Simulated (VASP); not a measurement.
Write the native input for VASP 6.6.1 that does the following.

| Property | Result |
| --- | --- |
| Task | single point |
| Functional | PBE |
| Potentials or basis | VASP PAW PBE potentials, release 64 (Te, Sb, Ge_d) |
| Cutoff | 520 eV |
| k mesh | 5 × 5 × 2 |
| Occupations | fermi-dirac, width 0.05 eV |
| Spin | no spin polarisation |
| Dipole correction | no |
| Further INCAR settings | ALGO = Normal; EDIFF = 1e-06; NBANDS = 44 |

The structure of Ge2Sb2Te5 lies in POSCAR:

```
Ge2Sb2Te5
1.0
    4.2940644248      0.0429406442      0.0000000000
   -2.1098445236      3.6972985553      0.0000000000
    0.0000000000      0.0000000000     17.1013460000
Te Sb Ge
5 2 2
Direct
    0.6666666667      0.3333333333      0.4198920000
    0.3333333333      0.6666666667      0.5801080000
    0.3333333333      0.6666666667      0.2015420000
    0.6666666667      0.3333333333      0.7984580000
    0.0000000000      0.0000000000      0.0000000000
    0.0000000000      0.0000000000      0.3200680000
    0.0000000000      0.0000000000      0.6799320000
    0.6666666667      0.3333333333      0.1028950000
    0.3333333333      0.6666666667      0.8971050000
```

The input as run:

INCAR

```
SYSTEM = Ge2Sb2Te5
  PREC = Accurate
  ENCUT = 520
  EDIFF = 1E-6
  ISMEAR = -1
  SIGMA = 0.05
  LREAL = .False.
  LASPH = .True.
  NELM = 100
  ALGO = Normal
  ISIF = 2
  LWAVE = .False.
  LCHARG = .False.
  GGA = PE
  NBANDS = 44
```

KPOINTS

```
regular mesh
0
Gamma
  5 5 2
  0 0 0
```

Potentials or basis: VASP PAW PBE potentials, release 64 (Te, Sb, Ge_d).

Run with:

```console
$ cat potpaw_PBE.64/Te/POTCAR potpaw_PBE.64/Sb/POTCAR potpaw_PBE.64/Ge_d/POTCAR > POTCAR
$ mpirun -np 1 vasp_std > vasp.out
```

Results of the run:

The pressure is 0.3 GPa, the largest force is 0.112 eV/Å and the band gap on the k mesh is 0.17 eV, direct.

Caveat: spin-orbit coupling is left out, which moves the levels of the heavy elements.

It took 7.7 min on 1 thread of AMD EPYC 7R13 Processor (Zen 3), with other jobs on the host, peak memory 0.5 GiB.
